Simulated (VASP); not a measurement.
# Rb (P6_3/mmc) in VASP: notebook, part 3 of 3

VASP 6.6.1.

### Step 5. Single point, PBE

This run uses another cell than the first one, of 69.59 Å³/atom.

INCAR reads:

```
SYSTEM = Rb
PREC = Accurate
ENCUT = 520
EDIFF = 1E-6
ISMEAR = -1
SIGMA = 0.08
LREAL = .FALSE.
LASPH = .TRUE.
NELM = 60
ALGO = Normal
ISIF = 2
LWAVE = .FALSE.
LCHARG = .FALSE.
GGA = PE
NBANDS = 16
```

KPOINTS reads:

```
regular mesh
0
G
  9 9 5
  0 0 0
```

POSCAR reads:

```
Rb
1.0
    4.6011738063      0.0000000000      0.0000000000
   -2.3005869031      3.9847334035      0.0000000000
    0.0000000000      0.0000000000      7.5913527567
Rb
2
Direct
    0.3333333333      0.6666666667      0.2500000000
    0.6666666667      0.3333333333      0.7500000000
```

Potentials or basis: VASP PAW PBE potentials, release 64 (Rb_sv).

Run with:

```
> cat potpaw_PBE.64/Rb_sv/POTCAR > POTCAR
> mpirun -np 1 vasp_std > vasp.out
```

OUTCAR:

```text
SYSTEM = Rb
   PREC = Accurate
   ENCUT = 520
   EDIFF = 1E-6
   ISMEAR = -1
   LREAL = .FALSE.
   LASPH = .TRUE.
   NELM = 60
   ISIF = 2
   GGA = PE

 ion  position               nearest neighbor table
   1  0.333  0.667  0.250-   2 4.63   2 4.63   2 4.63   2 4.63   2 4.63   2 4.63
   2  0.667  0.333  0.750-   1 4.63   1 4.63   1 4.63   1 4.63   1 4.63   1 4.63

  LATTYP: Found a hexagonal cell.
 ALAT       =     4.6011738063
 C/A-ratio  =     1.6498730707

  Lattice vectors:

 A1 = (   4.6011738063,   0.0000000000,   0.0000000000)
 A2 = (  -2.3005869031,   3.9847334035,   0.0000000000)
 A3 = (   0.0000000000,   0.0000000000,   7.5913527567)

Analysis of symmetry for initial positions (statically):
=====================================================================
 Subroutine PRICEL returns:
 Original cell was already a primitive cell.

 Routine SETGRP: Setting up the symmetry group for a
 hexagonal supercell.

 Subroutine GETGRP returns: Found 24 space group operations
 (whereof 12 operations were pure point group operations)
 out of a pool of 24 trial point group operations.

The static configuration has the point symmetry D_3d.
 The point group associated with its full space group is D_6h.

Analysis of symmetry for dynamics (positions and initial velocities):
=====================================================================
 Subroutine PRICEL returns:
 Original cell was already a primitive cell.

 Routine SETGRP: Setting up the symmetry group for a
 hexagonal supercell.

 Subroutine GETGRP returns: Found 24 space group operations
 (whereof 12 operations were pure point group operations)
 out of a pool of 24 trial point group operations.

The dynamic configuration has the point symmetry D_3d.
 The point group associated with its full space group is D_6h.

 Subroutine INISYM returns: Found 24 space group operations
 (whereof 12 operations are pure point group operations),
 and found     1 'primitive' translations

----------------------------------------------------------------------------------------

                                     Primitive cell

  volume of cell :     139.1833

  direct lattice vectors                    reciprocal lattice vectors
     4.601173806  0.000000000  0.000000000     0.217335846  0.125478909  0.000000000
    -2.300586903  3.984733403  0.000000000     0.000000000  0.250957818  0.000000000
     0.000000000  0.000000000  7.591352757     0.000000000  0.000000000  0.131728828

  length of vectors
     4.601173806  4.601173806  7.591352757     0.250957818  0.250957818  0.131728828

  position of ions in fractional coordinates (direct lattice)
     0.333333333  0.666666667  0.250000000
     0.666666667  0.333333333  0.750000000

  ion indices of the primitive-cell ions
   primitive index   ion index
                 1           1
                 2           2

----------------------------------------------------------------------------------------

 KPOINTS: regular mesh

Automatic generation of k-mesh.
 Grid dimensions read from file:
 generate k-points for:    9    9    5

 Generating k-lattice:

  Cartesian coordinates                     Fractional coordinates (reciprocal lattice)
     0.024148427  0.013942101  0.000000000     0.111111111 -0.000000000  0.000000000
     0.000000000  0.027884202  0.000000000     0.000000000  0.111111111  0.000000000
     0.000000000  0.000000000  0.026345766     0.000000000  0.000000000  0.200000000

  Length of vectors
     0.027884202  0.027884202  0.026345766

  Shift w.r.t. Gamma in fractional coordinates (k-lattice)
     0.000000000  0.000000000  0.000000000

 Subroutine IBZKPT returns following result:
 ===========================================

 Found     36 irreducible k-points:

 Following reciprocal coordinates:
            Coordinates               Weight
  0.000000  0.000000  0.000000      1.000000
  0.111111 -0.000000  0.000000      6.000000
  0.222222  0.000000  0.000000      6.000000
  0.333333 -0.000000  0.000000      6.000000
  0.444444  0.000000  0.000000      6.000000
  0.111111  0.111111  0.000000      6.000000
[... 16 lines left out ...]
  0.333333  0.222222  0.200000     24.000000
  0.333333  0.333333  0.200000      4.000000
 [... further k-points ...]
   k-points           NKPTS =     36   k-points in BZ     NKDIM =     36   number of bands    NBANDS=     16
   number of dos      NEDOS =    301   number of ions     NIONS =      2
   total plane-waves  NPLWV =  72576
   dimension x,y,z NGX =    36 NGY =   36 NGZ =   56
   dimension x,y,z NGXF=    72 NGYF=   72 NGZF=  112
   ions per type =               2
   NGX,Y,Z   is equivalent  to a cutoff of  13.01, 13.01, 12.26 a.u.
   NGXF,Y,Z  is equivalent  to a cutoff of  26.01, 26.01, 24.53 a.u.
 SYSTEM =  Rb
   PREC   = accura    normal or accurate (medium, high low for compatibility)
   ISTART =      0    job   : 0-new  1-cont  2-samecut
   ICHARG =      2    charge: 1-file 2-atom 10-const
   ISPIN  =      1    spin polarized calculation?
   LNONCOLLINEAR =      F non collinear calculations
   LSORBIT =      F    spin-orbit coupling
   LASPH  =      T    aspherical Exc in radial PAW
   ENCUT  =  520.0 eV  38.22 Ry    6.18 a.u.   8.56  8.56 14.11*2*pi/ulx,y,z
   NELM   =     60;   NELMIN=  2; NELMDL= -5     # of ELM steps
   EDIFF  = 0.1E-05   stopping-criterion for ELM
   LREAL  =      F    real-space projection
   EDIFFG = 0.1E-04   stopping-criterion for IOM
   NSW    =      0    number of steps for IOM
   IBRION =     -1    ionic relax: 0-MD 1-quasi-New 2-CG
   NFREE  =      0    steps in history (QN), initial steepest desc. (CG)
   ISIF   =      2    stress and relaxation
   ISYM   =      2    0-nonsym 1-usesym 2-fastsym
   POTIM  = 0.5000    time-step for ionic-motion
   TEBEG  =    0.0;   TEEND  =   0.0 temperature during run
   PSTRESS=    0.0 pullay stress
   NELECT =      18.0000    total number of electrons
   NUPDOWN=      -1.0000    fix difference up-down
   EMIN   =  10.00;   EMAX   =-10.00  energy-range for DOS
   EFERMI =   0.00;   METHOD = LEGACY
   ISMEAR =    -1;   SIGMA  =   0.08  broadening in eV -4-tet -1-fermi 0-gaus
   EFERMI_NEDOS =   21; number of points for ismear=-14 and -15
   IALGO  =     38    algorithm
   IMIX   =      4    mixing-type and parameters
     AMIX     =   0.40;   BMIX     =  1.00
     AMIX_MAG =   1.60;   BMIX_MAG =  1.00
  volume/ion in A,a.u.               =      69.59       469.63
  Fermi-wavevector in a.u.,A,eV,Ry     =   0.827885  1.564476  9.325344  0.685393
  Thomas-Fermi vector in A             =   1.940166
   LORBIT       =      0    0 simple, 1 ext, 2 COOP (PROOUT), +10 PAW based schemes
   GGA     = PE    functional components
   LHFCALC =     F    Hartree Fock is set to
   AEXX    =    0.0000 exact exchange contribution
   IVDW    =     0    specifies the selected vdW correction
   LEPSILON=     F    determine dielectric tensor
   LRPA    =     F    only Hartree local field effects (RPA)
 non-spin polarized calculation
  energy-cutoff  :      520.00
  volume of cell :      139.18
 maximum number of plane-waves:      3791
 NGX is ok and might be reduce to    36
   NGX = 17   NGY = 17   NGZ = 29

 number of electron      18.0000000 magnetization

 Free energy of the ion-electron system (eV)
  ---------------------------------------------------
  ext. energy  EPLUGINS =         0.00000000
  ---------------------------------------------------
  free energy    TOTEN  =        -1.75815662 eV

  energy without entropy =       -1.72648422  energy(sigma->0) =       -1.74232042

 E-fermi :   0.7306     XC(G=0):  -6.1575

 val. band max:        0.6430065122   @ k =   0.1111   0.1111   0.2000
 cond. band min:       0.7485939325   @ k =   0.0000   0.0000   0.0000
 fundamental gap:      0.1055874203
 Fermi energy:         0.7305967136

 k-point     1 :       0.0000    0.0000    0.0000
  band No.  band energies     occupation
      1     -28.0972      2.00000
      2     -28.0842      2.00000
      3     -12.3243      2.00000
      4     -12.1227      2.00000
      5     -12.1227      2.00000
      6     -12.0962      2.00000
[... 8 lines left out ...]
     15       4.8838      0.00000
     16       4.8838      0.00000
[... 419 lines left out ...]
 k-point    24 :       0.3333    0.3333    0.2000
  band No.  band energies     occupation
      1     -28.0801      2.00000
      2     -28.0801      2.00000
      3     -12.2623      2.00000
      4     -12.2552      2.00000
      5     -12.2552      2.00000
      6     -12.2077      2.00000
[... 8 lines left out ...]
     15       3.9650      0.00000
     16       5.4212      0.00000

 [... further k-points ...]
[... 5 lines left out ...]
  --------------------------------------------------------------------------------------
  -------------------------------------------------------------------------------------
  Total        1.0763905      1.0763905      1.0809402      0.0000000      0.0000000      0.0000000
  in kB       12.3906294     12.3906294     12.4430018      0.0000000      0.0000000      0.0000000
  external PRESSURE =      12.4080869 kB  Pullay stress =       0.0000000 kB

 VOLUME and BASIS-vectors are now :
 -----------------------------------------------------------------------------
  energy-cutoff  :      520.00
  volume of cell :      139.18
      direct lattice vectors                 reciprocal lattice vectors
     4.601173806  0.000000000  0.000000000     0.217335846  0.125478909  0.000000000
    -2.300586903  3.984733403  0.000000000     0.000000000  0.250957818  0.000000000
     0.000000000  0.000000000  7.591352757     0.000000000  0.000000000  0.131728828

 POSITION                                       TOTAL-FORCE (eV/Angst)
 -----------------------------------------------------------------------------------
     -0.00000      2.65649      1.89784        -0.000000     -0.000000      0.000000
      2.30059      1.32824      5.69351         0.000000      0.000000      0.000000
 -----------------------------------------------------------------------------------
    total drift:                               -0.000000      0.000000     -0.000000

  FREE ENERGIE OF THE ION-ELECTRON SYSTEM (eV)
  ---------------------------------------------------
  free  energy   TOTEN  =        -1.7581566219 eV

  energy  without entropy=       -1.7264842158  energy(sigma->0) =       -1.74232042
```

Run time: 22 s. Hardware: 1 thread of Intel Xeon 6975P-C (Granite Rapids), shared host; peak memory 0.27 GiB.

Results:

| Item | Value |
| --- | --- |
| Free energy | -1.7582 eV |
| Pressure | 1.2 GPa |
| Band gap on the k mesh | zero (bands 9 and 10 overlap by 2.17 eV) |

### Step 6. The runs side by side

```tsv
cell	gap on the mesh (eV)	pressure (GPa)
a = 4.253, b = 4.253, c = 7.016 Å, angles 90.0, 90.0, 120.0°, 2 atoms	none	3.5
a = 4.434, b = 4.434, c = 7.315 Å, angles 90.0, 90.0, 120.0°, 2 atoms	none	2.1
a = 4.601, b = 4.601, c = 7.591 Å, angles 90.0, 90.0, 120.0°, 2 atoms	none	1.2
```

Alike in all rows: task single point; level PBE; potentials or basis VASP PAW PBE potentials, release 64 (Rb_sv); no spin polarisation; k mesh 9 × 9 × 5; cutoff (eV) 520; smearing fermi-dirac 0.08 eV.

Caveats: the cell stands under pressure (at least some runs).

Total energies depend on the potentials used, so only differences within one code and one set of settings carry meaning.
